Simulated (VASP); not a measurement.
A run of VASP 6.6.1:

POSCAR

```
Na
1.0
    3.9089530005      0.0000000000      0.0000000000
   -1.9544765002      3.3852526006      0.0000000000
    0.0000000000      0.0000000000     12.7666404996
Na
4
Direct
    0.0000000000      0.0000000000      0.0000000000
    0.0000000000      0.0000000000      0.5000000000
    0.3333333333      0.6666666667      0.2500000000
    0.6666666667      0.3333333333      0.7500000000
```

Contents of INCAR.step1:

```
PREC = Accurate
ENCUT = 520
ISMEAR = -1
SIGMA = 0.1
LREAL = False
LASPH = True
NELM = 60
NBANDS = 22
GGA = PE
ALGO = Normal
EDIFF = 1E-4
LWAVE = True
LCHARG = False
```

Contents of INCAR.step2:

```
PREC = Accurate
ENCUT = 520
EDIFF = 1E-6
ISMEAR = -1
SIGMA = 0.1
LREAL = False
LASPH = True
NELM = 60
ALGO = Normal
ISIF = 2
LWAVE = False
LCHARG = False
METAGGA = R2SCAN
LMIXTAU = True
NBANDS = 22
ISTART = 1
```

File KPOINTS:

```
regular mesh
0
Gamma
  11 11 3
```

Potentials or basis: VASP PAW PBE potentials, release 64 (Na_pv).

Command:

```bash
$ cat potpaw_PBE.64/Na_pv/POTCAR > POTCAR
$ cp INCAR.step1 INCAR
$ mpirun -np 1 vasp_std > vasp.out
$ cp INCAR.step2 INCAR
$ mpirun -np 1 vasp_std > vasp.out
```

Hardware: 1 thread of Oxide Virtual Turin-like Processor, with other jobs on the host.

Task: How long does it take, and how much memory?

Result: Wall time 13 min on 1 thread of Oxide Virtual Turin-like Processor, with other jobs on the host, peak memory 0.31 GiB. Counts: k points 32.
